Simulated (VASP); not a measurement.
The system is SiC.

```
CELL_PARAMETERS angstrom
2.73301 0.00000 0.00000
-1.36651 2.36686 0.00000
0.00000 0.00000 4.45481
ATOMIC_POSITIONS crystal
Si 0.00000 0.00000 0.00000
Si 0.00000 0.00000 0.50000
C 0.33333 0.66667 0.25000
C 0.66667 0.33333 0.75000
```

| Property | Result |
| --- | --- |
| Program | VASP 6.6.1 |
| Task | relaxation of cell and atoms |
| Functional | PBE |
| Potentials or basis | VASP PAW PBE potentials, release 64 (Si, C) |
| Cutoff | 600 eV |
| k mesh | 12 × 12 × 6 |
| Occupations | fermi-dirac, width 0.02 eV |
| Spin | no spin polarisation |

At the start: pressure 57.9 GPa; volume 7.20 Å³/atom.

**Question.** How do energy, volume and symmetry change on relaxing?

**Answer.** Over 7 steps the energy falls by 204.6 meV/atom and the volume is 8.47 Å³/atom (+17.6 %); space group P6_3/mmc (No. 194, to 0.1 Å) before and after.

Step by step:
| step | energy change (eV) | largest force (eV/Å) | pressure (GPa) | volume (Å³) |
| --- | --- | --- | --- | --- |
| 1 | 0.0000 | 0.0000 | 57.93 | 28.82 |
| 2 | 0.0594 | 0.0000 | -30.75 | 41.07 |
| 3 | -0.8136 | 0.0000 | -1.06 | 34.06 |
| 4 | -0.8147 | 0.0000 | 0.08 | 33.88 |
| 5 | -0.8147 | 0.0000 | 0.81 | 33.78 |
| 6 | -0.8179 | 0.0000 | -0.21 | 33.92 |
| 7 | -0.8183 | 0.0000 | 0.00 | 33.89 |

Final structure:
```
Si C
1.0
     2.87108    0.00000    0.00000
    -1.43554    2.48643    0.00000
     0.00000    0.00000    4.74707
Si C
2 2
Direct
  0.00000 0.00000 0.00000
  0.00000 0.00000 0.50000
  0.33333 0.66667 0.25000
  0.66667 0.33333 0.75000
```

Caveat: the volume moved by over 15 % at a fixed basis, so the end points are rough.
